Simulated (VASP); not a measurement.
# Zr2H6Pb (Fm-3m) in VASP: a series of runs, part 3 of 4

VASP 6.6.1. The steps go on from the part before.

## (5) Single point, PBE, collinear spin, ferromagnetic start

File INCAR:

```
PREC = Accurate
ENCUT = 520
EDIFF = 1E-6
ISMEAR = 0
SIGMA = 0.1
LREAL = F
LASPH = T
NELM = 150
ALGO = Normal
ISIF = 2
LWAVE = F
LCHARG = F
ISPIN = 2
MAGMOM = 1 1 0 0 0 0 0 0 0
LORBIT = 11
LMAXMIX = 4
GGA = PE
NBANDS = 36
```

File KPOINTS:

```
Automatic mesh
0
Gamma
  4 4 4
```

File POSCAR:

```
Zr2H6Pb
1.0
    0.0000000000      3.9368664725      3.9368664725
    3.9368664725      0.0000000000      3.9368664725
    3.9368664725      3.9368664725      0.0000000000
Zr H Pb
2 6 1
Direct
    0.7500000000      0.7500000000      0.7500000000
    0.2500000000      0.2500000000      0.2500000000
    0.5000000000      0.0000000000      0.0000000000
    0.0000000000      0.5000000000      0.5000000000
    0.0000000000      0.5000000000      0.0000000000
    0.5000000000      0.0000000000      0.5000000000
    0.0000000000      0.0000000000      0.5000000000
    0.5000000000      0.5000000000      0.0000000000
    0.0000000000      0.0000000000      0.0000000000
```

Potentials or basis: VASP PAW PBE potentials, release 64 (Zr_sv, H, Pb_d).

Launch:

```console
> cat potpaw_PBE.64/Zr_sv/POTCAR potpaw_PBE.64/H/POTCAR potpaw_PBE.64/Pb_d/POTCAR > POTCAR
> mpirun -np 1 vasp_std > vasp.out
```

OUTCAR:

```text
PREC = Accurate
   ENCUT = 520
   EDIFF = 1E-6
   ISMEAR = 0
   LREAL = F
   LASPH = T
   NELM = 150
   ISIF = 2
   ISPIN = 2
   LORBIT = 11
   GGA = PE

 ion  position               nearest neighbor table
   1  0.750  0.750  0.750-   3 1.97   4 1.97   5 1.97   6 1.97   7 1.97   8 1.97   9 3.41   9 3.41
                             9 3.41   9 3.41
   2  0.250  0.250  0.250-   3 1.97   4 1.97   5 1.97   6 1.97   7 1.97   8 1.97   9 3.41   9 3.41
                             9 3.41   9 3.41
   3  0.500  0.000  0.000-   1 1.97   2 1.97
   4  0.000  0.500  0.500-   1 1.97   2 1.97
   5  0.000  0.500  0.000-   1 1.97   2 1.97
   6  0.500  0.000  0.500-   1 1.97   2 1.97
   7  0.000  0.000  0.500-   1 1.97   2 1.97
   8  0.500  0.500  0.000-   1 1.97   2 1.97
   9  0.000  0.000  0.000-   1 3.41   1 3.41   1 3.41   1 3.41   2 3.41   2 3.41   2 3.41   2 3.41

  LATTYP: Found a face centered cubic cell.
 ALAT       =     7.8737329450

  Lattice vectors:

 A1 = (   0.0000000000,   3.9368664725,   3.9368664725)
 A2 = (   3.9368664725,   0.0000000000,   3.9368664725)
 A3 = (   3.9368664725,   3.9368664725,   0.0000000000)

Analysis of symmetry for initial positions (statically):
=====================================================================
 Subroutine PRICEL returns:
 Original cell was already a primitive cell.

 Routine SETGRP: Setting up the symmetry group for a
 face centered cubic supercell.

 Subroutine GETGRP returns: Found 48 space group operations
 (whereof 48 operations were pure point group operations)
 out of a pool of 48 trial point group operations.

The static configuration has the point symmetry O_h .

Analysis of symmetry for dynamics (positions and initial velocities):
=====================================================================
 Subroutine PRICEL returns:
 Original cell was already a primitive cell.

 Routine SETGRP: Setting up the symmetry group for a
 face centered cubic supercell.

 Subroutine GETGRP returns: Found 48 space group operations
 (whereof 48 operations were pure point group operations)
 out of a pool of 48 trial point group operations.

The dynamic configuration has the point symmetry O_h .

Analysis of structural, dynamic, and magnetic symmetry:
=====================================================================
 Subroutine PRICEL returns:
 Original cell was already a primitive cell.

 Routine SETGRP: Setting up the symmetry group for a
 face centered cubic supercell.

 Subroutine GETGRP returns: Found 48 space group operations
 (whereof 48 operations were pure point group operations)
 out of a pool of 48 trial point group operations.

The overall configuration has the point symmetry O_h .

 Subroutine INISYM returns: Found 48 space group operations
 (whereof 48 operations are pure point group operations),
 and found     1 'primitive' translations

----------------------------------------------------------------------------------------

                                     Primitive cell

  volume of cell :     122.0343

  direct lattice vectors                    reciprocal lattice vectors
     0.000000000  3.936866473  3.936866473    -0.127004561  0.127004561  0.127004561
     3.936866473  0.000000000  3.936866473     0.127004561 -0.127004561  0.127004561
[... 99 lines left out ...]
   IALGO  =     38    algorithm
   IMIX   =      4    mixing-type and parameters
     AMIX     =   0.40;   BMIX     =  1.00
     AMIX_MAG =   1.60;   BMIX_MAG =  1.00
  volume/ion in A,a.u.               =      13.56        91.50
  Fermi-wavevector in a.u.,A,eV,Ry     =   1.165194  2.201898 18.472329  1.357678
  Thomas-Fermi vector in A             =   2.301723
   LORBIT       =     11    0 simple, 1 ext, 2 COOP (PROOUT), +10 PAW based schemes
   GGA     = PE    functional components
   LHFCALC =     F    Hartree Fock is set to
   AEXX    =    0.0000 exact exchange contribution
   IVDW    =     0    specifies the selected vdW correction
   LEPSILON=     F    determine dielectric tensor
   LRPA    =     F    only Hartree local field effects (RPA)
 spin polarized calculation
 Gauss-broadening in eV      SIGMA  =   0.10
  energy-cutoff  :      520.00
  volume of cell :      122.03
 maximum number of plane-waves:      3327
 NGX is ok and might be reduce to    42
   NGX = 21   NGY = 21   NGZ = 21

 number of electron      43.9999999 magnetization      -0.0000007

 number of electron      43.9999999 magnetization       0.0000294

 Free energy of the ion-electron system (eV)
  ---------------------------------------------------
  ext. energy  EPLUGINS =         0.00000000
  ---------------------------------------------------
  free energy    TOTEN  =       -40.70632077 eV

  energy without entropy =      -40.69542228  energy(sigma->0) =      -40.70087153

 E-fermi :   4.5160     XC(G=0):  -9.2064

 val. band max:        4.4449772671   @ k =   0.2500   0.0000   0.0000
 cond. band min:       4.7351270415   @ k =  -0.2500   0.2500   0.0000
 fundamental gap:      0.2901497744
 Fermi energy:         4.5160114769

 spin component 1

 k-point     1 :       0.0000    0.0000    0.0000
  band No.  band energies     occupation
      1     -44.9421      1.00000
      2     -44.9281      1.00000
      3     -23.0279      1.00000
      4     -23.0279      1.00000
      5     -23.0279      1.00000
      6     -22.9258      1.00000
[... 285 lines left out ...]
     33      10.3923      0.00000
     34      10.9626      0.00000
 Fermi energy:         4.5160114769

 spin component 2

 k-point     1 :       0.0000    0.0000    0.0000
  band No.  band energies     occupation
      1     -44.9422      1.00000
      2     -44.9281      1.00000
      3     -23.0279      1.00000
      4     -23.0279      1.00000
      5     -23.0279      1.00000
      6     -22.9258      1.00000
[... 285 lines left out ...]
     33      10.3923      0.00000
     34      10.9626      0.00000
 [bands above 34 left out]

------------------------ aborting loop because EDIFF is reached ----------------------------------------

  FORCE on cell =-STRESS in cart. coord.  units (eV):
  Direction    XX          YY          ZZ          XY          YZ          ZX
  --------------------------------------------------------------------------------------
  -------------------------------------------------------------------------------------
  Total       -0.0718460     -0.0718460     -0.0718460      0.0000000      0.0000000     -0.0000000
  in kB       -0.9432591     -0.9432591     -0.9432591      0.0000000      0.0000000     -0.0000000
  external PRESSURE =      -0.9432591 kB  Pullay stress =       0.0000000 kB

 VOLUME and BASIS-vectors are now :
 -----------------------------------------------------------------------------
  energy-cutoff  :      520.00
  volume of cell :      122.03
      direct lattice vectors                 reciprocal lattice vectors
     0.000000000  3.936866473  3.936866473    -0.127004561  0.127004561  0.127004561
     3.936866473  0.000000000  3.936866473     0.127004561 -0.127004561  0.127004561
     3.936866473  3.936866473  0.000000000     0.127004561  0.127004561 -0.127004561

 POSITION                                       TOTAL-FORCE (eV/Angst)
 -----------------------------------------------------------------------------------
      5.90530      5.90530      5.90530         0.000000      0.000000      0.000000
      1.96843      1.96843      1.96843        -0.000000     -0.000000     -0.000000
      0.00000      1.96843      1.96843         0.000000      0.000000     -0.000000
      3.93687      1.96843      1.96843         0.000000      0.000000     -0.000000
      1.96843      0.00000      1.96843         0.000000      0.000000     -0.000000
      1.96843      3.93687      1.96843         0.000000      0.000000     -0.000000
      1.96843      1.96843      0.00000         0.000000      0.000000     -0.000000
      1.96843      1.96843      3.93687         0.000000      0.000000     -0.000000
      0.00000      0.00000      0.00000         0.000000      0.000000     -0.000000
 -----------------------------------------------------------------------------------
    total drift:                               -0.000000     -0.000000     -0.000000

  FREE ENERGIE OF THE ION-ELECTRON SYSTEM (eV)
  ---------------------------------------------------
  free  energy   TOTEN  =       -40.7063207699 eV

  energy  without entropy=      -40.6954222809  energy(sigma->0) =      -40.70087153

 total charge

# of ion       s       p       d       tot
------------------------------------------
    1        2.167   5.995   1.523   9.686
    2        2.167   5.995   1.523   9.686
    3        0.569   0.008   0.000   0.577
    4        0.569   0.008   0.000   0.577
    5        0.569   0.008   0.000   0.577
    6        0.569   0.008   0.000   0.577
    7        0.569   0.008   0.000   0.577
    8        0.569   0.008   0.000   0.577
    9        1.387   0.734   9.820  11.941
--------------------------------------------------
tot          9.136  12.774  12.866  34.777

 magnetization (x)

# of ion       s       p       d       tot
------------------------------------------
    1       -0.000   0.000  -0.000  -0.000
    2       -0.000   0.000  -0.000  -0.000
    3        0.000  -0.000   0.000   0.000
    4        0.000  -0.000   0.000   0.000
    5        0.000  -0.000   0.000   0.000
    6        0.000  -0.000   0.000   0.000
    7        0.000  -0.000   0.000   0.000
    8        0.000  -0.000   0.000   0.000
    9        0.000   0.000  -0.000   0.000
--------------------------------------------------
tot          0.000   0.000  -0.000  -0.000
```

It took 77 s on 1 thread of Intel Xeon 6975P-C (Granite Rapids), shared host; peak memory 0.33 GiB.

What came out:

| Item | Value |
| --- | --- |
| Free energy | -40.7063 eV |
| Pressure | -0.1 GPa |
| Band gap on the k mesh | zero (filled and empty bands overlap) |
| Net moment | 0.00 μB per cell |
| Valence electrons inside the program's atomic spheres | Zr 9.69; H 0.58; Pb 11.94 |

Levels at points of the mesh, in eV from the Fermi level:
Spin up:
| k point | band 18 | band 19 | band 20 | band 21 | band 22 | band 23 | band 24 | band 25 | band 26 | band 27 |
| --- | --- | --- | --- | --- | --- | --- | --- | --- | --- | --- |
| (0.00, 0.00, 0.00) | -2.65 | -2.65 | -2.65 | -1.91 | -1.91 | -1.91 | 1.97 | 1.97 | 1.97 | 2.07 |
| (0.50, 0.00, 0.00) | -4.11 | -4.11 | -3.56 | -0.69 | -0.69 | 0.48 | 0.75 | 0.75 | 1.77 | 3.56 |
| (0.50, 0.50, 0.00) | -3.74 | -3.74 | -2.65 | 0.38 | 0.38 | 0.69 | 1.10 | 1.10 | 1.92 | 2.01 |
Spin down:
```
           k point  band 18  band 19  band 20  band 21  band 22  band 23  band 24  band 25  band 26  band 27
(0.00, 0.00, 0.00)    -2.65    -2.65    -2.65    -1.91    -1.91    -1.91     1.97     1.97     1.97     2.07
(0.50, 0.00, 0.00)    -4.11    -4.11    -3.56    -0.69    -0.69     0.48     0.75     0.75     1.77     3.56
(0.50, 0.50, 0.00)    -3.74    -3.74    -2.65     0.38     0.38     0.69     1.10     1.10     1.92     2.01
```

Caveat: spin-orbit coupling is left out, which moves the levels of the heavy elements.

(Continued in part 4 of 4.)
